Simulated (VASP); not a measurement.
# TiO2 (P4_2/mnm) in VASP: a series of runs

The runs below take TiO2 through electric field gradients, with LDA.

All numbers are computed with VASP 6.6.1; they aren't measurements. Logs are shortened: lines on timing, memory, paths and dates and some standing lists are left out, and cuts for length are marked.

### Step 1. The cell of the first run

The structure is tetragonal, space group P4_2/mnm (No. 136). Conventional cell: a = 4.594 Å, b = 4.594 Å, c = 3.048 Å, α = 90.00°, β = 90.00°, γ = 90.00°. Ti (site symmetry mmm) has 6 O at 1.98 to 1.99 Å within 2.6 Å. Within 2.6 Å of O (site symmetry m2m) lie 3 Ti at 1.98 to 1.99 Å and 1 O at 2.52 Å.

### Step 2. Electric field gradients, LDA (zz strain of +3 %)

File INCAR:

```
SYSTEM = TiO2
PREC = Accurate
ENCUT = 520
EDIFF = 1E-8
ISMEAR = -1
SIGMA = 0.05
LREAL = .False.
LASPH = .True.
NELM = 60
ALGO = Normal
ISIF = 2
LWAVE = .False.
LCHARG = .False.
GGA = CA
LEFG = .True.
NBANDS = 33
```

File KPOINTS:

```
Automatic mesh
0
Gamma
  7 7 10
  0 0 0
```

File POSCAR:

```
TiO2
1.0
    4.5940000000      0.0000000000      0.0000000000
    0.0000000000      4.5940000000      0.0000000000
    0.0000000000      0.0000000000      3.0477700000
Ti O
2 4
Direct
    0.0000000000      0.0000000000      0.0000000000
    0.5000000000      0.5000000000      0.5000000000
    0.3060000000      0.3060000000      0.0000000000
    0.1940000000      0.8060000000      0.5000000000
    0.6940000000      0.6940000000      0.0000000000
    0.8060000000      0.1940000000      0.5000000000
```

Potentials or basis: VASP PAW LDA potentials, release 64 (Ti_sv, O).

The run is started by

```console
cat potpaw_LDA.64/Ti_sv/POTCAR potpaw_LDA.64/O/POTCAR > POTCAR
mpirun -np 1 vasp_std > vasp.out
```

OUTCAR:

```text
SYSTEM = TiO2
   PREC = Accurate
   ENCUT = 520
   EDIFF = 1E-8
   ISMEAR = -1
   LREAL = .False.
   LASPH = .True.
   NELM = 60
   ISIF = 2
   GGA = CA

 ion  position               nearest neighbor table
   1  0.000  0.000  0.000-   4 1.98   6 1.98   4 1.98   6 1.98   5 1.99   3 1.99
   2  0.500  0.500  0.500-   3 1.98   5 1.98   3 1.98   5 1.98   4 1.99   6 1.99
   3  0.306  0.306  0.000-   2 1.98   2 1.98   1 1.99
   4  0.194  0.806  0.500-   1 1.98   1 1.98   2 1.99
   5  0.694  0.694  0.000-   2 1.98   2 1.98   1 1.99
   6  0.806  0.194  0.500-   1 1.98   1 1.98   2 1.99

  LATTYP: Found a simple tetragonal cell.
 ALAT       =     4.5940000000
 C/A-ratio  =     0.6634240313

  Lattice vectors:

 A1 = (   4.5940000000,   0.0000000000,   0.0000000000)
 A2 = (   0.0000000000,   4.5940000000,   0.0000000000)
 A3 = (   0.0000000000,   0.0000000000,   3.0477700000)

Analysis of symmetry for initial positions (statically):
=====================================================================
 Subroutine PRICEL returns:
 Original cell was already a primitive cell.

 Routine SETGRP: Setting up the symmetry group for a
 simple tetragonal supercell.

 Subroutine GETGRP returns: Found 16 space group operations
 (whereof  8 operations were pure point group operations)
 out of a pool of 16 trial point group operations.

The static configuration has the point symmetry D_2h.
 The point group associated with its full space group is D_4h.

Analysis of symmetry for dynamics (positions and initial velocities):
=====================================================================
 Subroutine PRICEL returns:
 Original cell was already a primitive cell.

 Routine SETGRP: Setting up the symmetry group for a
 simple tetragonal supercell.

 Subroutine GETGRP returns: Found 16 space group operations
 (whereof  8 operations were pure point group operations)
 out of a pool of 16 trial point group operations.

The dynamic configuration has the point symmetry D_2h.
 The point group associated with its full space group is D_4h.

 Subroutine INISYM returns: Found 16 space group operations
 (whereof  8 operations are pure point group operations),
 and found     1 'primitive' translations

----------------------------------------------------------------------------------------

                                     Primitive cell

  volume of cell :      64.3227

  direct lattice vectors                    reciprocal lattice vectors
     4.594000000  0.000000000  0.000000000     0.217675229  0.000000000  0.000000000
     0.000000000  4.594000000  0.000000000     0.000000000  0.217675229  0.000000000
     0.000000000  0.000000000  3.047770000     0.000000000  0.000000000  0.328108748

  length of vectors
     4.594000000  4.594000000  3.047770000     0.217675229  0.217675229  0.328108748

  position of ions in fractional coordinates (direct lattice)
     0.000000000  0.000000000  0.000000000
     0.500000000  0.500000000  0.500000000
     0.306000000  0.306000000  0.000000000
     0.194000000  0.806000000  0.500000000
     0.694000000  0.694000000  0.000000000
     0.806000000  0.194000000  0.500000000

  ion indices of the primitive-cell ions
   primitive index   ion index
                 1           1
                 2           2
                 3           3
                 4           4
                 5           5
                 6           6

----------------------------------------------------------------------------------------

 KPOINTS: Automatic mesh

Automatic generation of k-mesh.
 Grid dimensions read from file:
 generate k-points for:    7    7   10

 Generating k-lattice:

  Cartesian coordinates                     Fractional coordinates (reciprocal lattice)
     0.031096461  0.000000000  0.000000000     0.142857143  0.000000000  0.000000000
     0.000000000  0.031096461  0.000000000     0.000000000  0.142857143  0.000000000
     0.000000000  0.000000000  0.032810875     0.000000000  0.000000000  0.100000000

  Length of vectors
     0.031096461  0.031096461  0.032810875

  Shift w.r.t. Gamma in fractional coordinates (k-lattice)
     0.000000000  0.000000000  0.000000000

 Subroutine IBZKPT returns following result:
 ===========================================

 Found     60 irreducible k-points:

 Following reciprocal coordinates:
            Coordinates               Weight
  0.000000  0.000000  0.000000      1.000000
  0.142857  0.000000  0.000000      4.000000
  0.285714  0.000000  0.000000      4.000000
  0.428571  0.000000  0.000000      4.000000
  0.142857  0.142857  0.000000      4.000000
  0.285714  0.142857  0.000000      8.000000
[... 16 lines left out ...]
  0.285714  0.000000  0.200000      8.000000
  0.428571  0.000000  0.200000      8.000000
 [... further k-points ...]
   k-points           NKPTS =     60   k-points in BZ     NKDIM =     60   number of bands    NBANDS=     33
   number of dos      NEDOS =    301   number of ions     NIONS =      6
   total plane-waves  NPLWV =  31104
   dimension x,y,z NGX =    36 NGY =   36 NGZ =   24
   dimension x,y,z NGXF=    72 NGYF=   72 NGZF=   48
   ions per type =               2   4
   NGX,Y,Z   is equivalent  to a cutoff of  13.03, 13.03, 13.09 a.u.
   NGXF,Y,Z  is equivalent  to a cutoff of  26.06, 26.06, 26.18 a.u.
 SYSTEM =  TiO2
   PREC   = accura    normal or accurate (medium, high low for compatibility)
   ISTART =      0    job   : 0-new  1-cont  2-samecut
   ICHARG =      2    charge: 1-file 2-atom 10-const
   ISPIN  =      1    spin polarized calculation?
   LNONCOLLINEAR =      F non collinear calculations
   LSORBIT =      F    spin-orbit coupling
   LASPH  =      T    aspherical Exc in radial PAW
   ENCUT  =  520.0 eV  38.22 Ry    6.18 a.u.   8.54  8.54  5.67*2*pi/ulx,y,z
   NELM   =     60;   NELMIN=  2; NELMDL= -5     # of ELM steps
   EDIFF  = 0.1E-07   stopping-criterion for ELM
   LREAL  =      F    real-space projection
   EDIFFG = 0.1E-06   stopping-criterion for IOM
   NSW    =      0    number of steps for IOM
   IBRION =     -1    ionic relax: 0-MD 1-quasi-New 2-CG
   NFREE  =      0    steps in history (QN), initial steepest desc. (CG)
   ISIF   =      2    stress and relaxation
   ISYM   =      2    0-nonsym 1-usesym 2-fastsym
   POTIM  = 0.5000    time-step for ionic-motion
   TEBEG  =    0.0;   TEEND  =   0.0 temperature during run
   PSTRESS=    0.0 pullay stress
   NELECT =      48.0000    total number of electrons
   NUPDOWN=      -1.0000    fix difference up-down
   EMIN   =  10.00;   EMAX   =-10.00  energy-range for DOS
   EFERMI =   0.00;   METHOD = LEGACY
   ISMEAR =    -1;   SIGMA  =   0.05  broadening in eV -4-tet -1-fermi 0-gaus
   EFERMI_NEDOS =   21; number of points for ismear=-14 and -15
   IALGO  =     38    algorithm
   IMIX   =      4    mixing-type and parameters
     AMIX     =   0.40;   BMIX     =  1.00
     AMIX_MAG =   1.60;   BMIX_MAG =  1.00
  volume/ion in A,a.u.               =      10.72        72.35
  Fermi-wavevector in a.u.,A,eV,Ry     =   1.484911  2.806076 30.000324  2.204962
  Thomas-Fermi vector in A             =   2.598389
   LORBIT       =      0    0 simple, 1 ext, 2 COOP (PROOUT), +10 PAW based schemes
   GGA     = CA    functional components
   LHFCALC =     F    Hartree Fock is set to
   AEXX    =    0.0000 exact exchange contribution
   IVDW    =     0    specifies the selected vdW correction
   LEPSILON=     F    determine dielectric tensor
   LRPA    =     F    only Hartree local field effects (RPA)
 non-spin polarized calculation
  energy-cutoff  :      520.00
  volume of cell :       64.32
 maximum number of plane-waves:      1747
 NGX is ok and might be reduce to    36
   NGX = 17   NGY = 17   NGZ = 11

 number of electron      48.0000044 magnetization

 Free energy of the ion-electron system (eV)
  ---------------------------------------------------
  ext. energy  EPLUGINS =         0.00000000
  ---------------------------------------------------
  free energy    TOTEN  =       -58.55856693 eV

  energy without entropy =      -58.55856693  energy(sigma->0) =      -58.55856693

 E-fermi :   5.1299     XC(G=0): -11.8433

 val. band max:        4.3199007748   @ k =   0.0000   0.0000   0.0000
 cond. band min:       6.0136977017   @ k =   0.0000   0.0000   0.0000
 fundamental gap:      1.6937969270
 Fermi energy:         5.1298699829

 k-point     1 :       0.0000    0.0000    0.0000
  band No.  band energies     occupation
      1     -52.0421      2.00000
      2     -52.0254      2.00000
      3     -28.7214      2.00000
      4     -28.7214      2.00000
      5     -28.5685      2.00000
      6     -28.5685      2.00000
[... 25 lines left out ...]
     32      10.6080      0.00000
     33      10.6080      0.00000

 k-point     2 :       0.1429    0.0000    0.0000
  band No.  band energies     occupation
      1     -52.0412      2.00000
      2     -52.0262      2.00000
      3     -28.7156      2.00000
      4     -28.7149      2.00000
      5     -28.5758      2.00000
      6     -28.5751      2.00000
[... 25 lines left out ...]
     32      10.5366      0.00000
     33      10.5533      0.00000
[... 754 lines left out ...]
     32       9.6119      0.00000
     33      10.0317      0.00000

 k-point    24 :       0.4286    0.0000    0.2000
  band No.  band energies     occupation
      1     -52.0247      2.00000
      2     -52.0217      2.00000
      3     -28.6972      2.00000
      4     -28.6875      2.00000
      5     -28.6494      2.00000
      6     -28.6413      2.00000
[... 25 lines left out ...]
     32       9.4089      0.00000
     33      10.2891      0.00000

 [... further k-points ...]

------------------------ aborting loop because EDIFF is reached ----------------------------------------

  FORCE on cell =-STRESS in cart. coord.  units (eV):
  Direction    XX          YY          ZZ          XY          YZ          ZX
  --------------------------------------------------------------------------------------
  -------------------------------------------------------------------------------------
  Total       -4.1798615     -4.1798615     -8.8151688      0.0000000      0.0000000      0.0000000
  in kB     -104.1138019   -104.1138019   -219.5720427      0.0000000      0.0000000      0.0000000
  external PRESSURE =    -142.5998822 kB  Pullay stress =       0.0000000 kB

 VOLUME and BASIS-vectors are now :
 -----------------------------------------------------------------------------
  energy-cutoff  :      520.00
  volume of cell :       64.32
      direct lattice vectors                 reciprocal lattice vectors
     4.594000000  0.000000000  0.000000000     0.217675229  0.000000000  0.000000000
     0.000000000  4.594000000  0.000000000     0.000000000  0.217675229  0.000000000
     0.000000000  0.000000000  3.047770000     0.000000000  0.000000000  0.328108748

 POSITION                                       TOTAL-FORCE (eV/Angst)
 -----------------------------------------------------------------------------------
      0.00000      0.00000      0.00000         0.000000      0.000000      0.000000
      2.29700      2.29700      1.52388         0.000000      0.000000      0.000000
      1.40576      1.40576      0.00000        -0.005272     -0.005272      0.000000
      0.89124      3.70276      1.52388         0.005272     -0.005272      0.000000
      3.18824      3.18824      0.00000         0.005272      0.005272     -0.000000
      3.70276      0.89124      1.52388        -0.005272      0.005272     -0.000000
 -----------------------------------------------------------------------------------
    total drift:                               -0.000000      0.000000      0.000000

  FREE ENERGIE OF THE ION-ELECTRON SYSTEM (eV)
  ---------------------------------------------------
  free  energy   TOTEN  =       -58.5585669290 eV

  energy  without entropy=      -58.5585669268  energy(sigma->0) =      -58.55856693

 Electric field gradients (V/A^2)
---------------------------------------------------------------------
 ion       V_xx      V_yy      V_zz      V_xy      V_xz      V_yz
---------------------------------------------------------------------
   1       9.573     9.573   -19.146    -9.782     0.000    -0.000
   2       9.573     9.573   -19.146     9.782    -0.000    -0.000
   3      -1.019    -1.019     2.039    19.257     0.000     0.000
   4      -1.019    -1.019     2.039   -19.257    -0.000     0.000
   5      -1.019    -1.019     2.039    19.257    -0.000     0.000
   6      -1.019    -1.019     2.039   -19.257     0.000     0.000
---------------------------------------------------------------------

 Electric field gradients after diagonalization (V/A^2)
 (convention: |V_zz| > |V_xx| > |V_yy|)
----------------------------------------------------------------------
 ion       V_xx      V_yy      V_zz     asymmetry (V_yy - V_xx)/ V_zz
----------------------------------------------------------------------
   1     -19.146    -0.209    19.355       0.978
   2     -19.146    -0.209    19.355       0.978
   3      18.237     2.039   -20.276       0.799
   4      18.237     2.039   -20.276       0.799
   5      18.237     2.039   -20.276       0.799
   6      18.237     2.039   -20.276       0.799
----------------------------------------------------------------------

           NMR quadrupolar parameters

 Cq : quadrupolar parameter    Cq=e*Q*V_zz/h
 eta: asymmetry parameters     (V_yy - V_xx)/ V_zz
 Q  : nuclear electric quadrupole moment in mb (millibarn)
----------------------------------------------------------------------
 ion       Cq(MHz)       eta       Q (mb)
----------------------------------------------------------------------
   1       0.047       0.978       1.000
   2       0.047       0.978       1.000
   3      -0.049       0.799       1.000
   4      -0.049       0.799       1.000
   5      -0.049       0.799       1.000
   6      -0.049       0.799       1.000
----------------------------------------------------------------------
```

Wall time 77 s (1 thread of Intel Xeon Platinum 8559C (Emerald Rapids), shared host); peak memory 0.22 GiB.

Results:

* Free energy: -58.5586 eV
* Pressure: -14.3 GPa
* Largest force: 0.007 eV/Å
* Band gap on the k mesh: 1.69 eV
* Largest electric field gradient by atom: Ti +19.4; O -20.3 V/Å²

Forces in eV/Å, atoms in the order of the input:
```
Ti   0.000  0.000  0.000
Ti   0.000  0.000  0.000
O   -0.005 -0.005  0.000
O    0.005 -0.005  0.000
O    0.005  0.005  0.000
O   -0.005  0.005  0.000
```

Levels at points of the mesh, in eV from the valence-band top:
```
           k point  band 21  band 22  band 23  band 24  band 25  band 26  band 27  band 28
(0.00, 0.00, 0.00)    -0.81    -0.44    -0.44     0.00     1.69     2.03     2.12     2.20
(0.00, 0.00, 0.50)    -2.44    -2.44    -1.42    -1.42     2.68     2.68     2.77     2.77
```

Electric field gradients, principal values (V/Å²):
```tsv
atom	least	middle	greatest (by size)
1 Ti	-0.209	-19.146	19.355
2 Ti	-0.209	-19.146	19.355
3 O	2.039	18.237	-20.276
4 O	2.039	18.237	-20.276
5 O	2.039	18.237	-20.276
6 O	2.039	18.237	-20.276
```

Caveat: the cell differs from its parent crystal (zz strain of +3 %); the stress differs along the axes, from -22 to -10 GPa; without QUAD_EFG the Cq values of the log hold for a quadrupole moment of 1 mb, not for the nuclei.

(Part 1 of 2 ends here.)
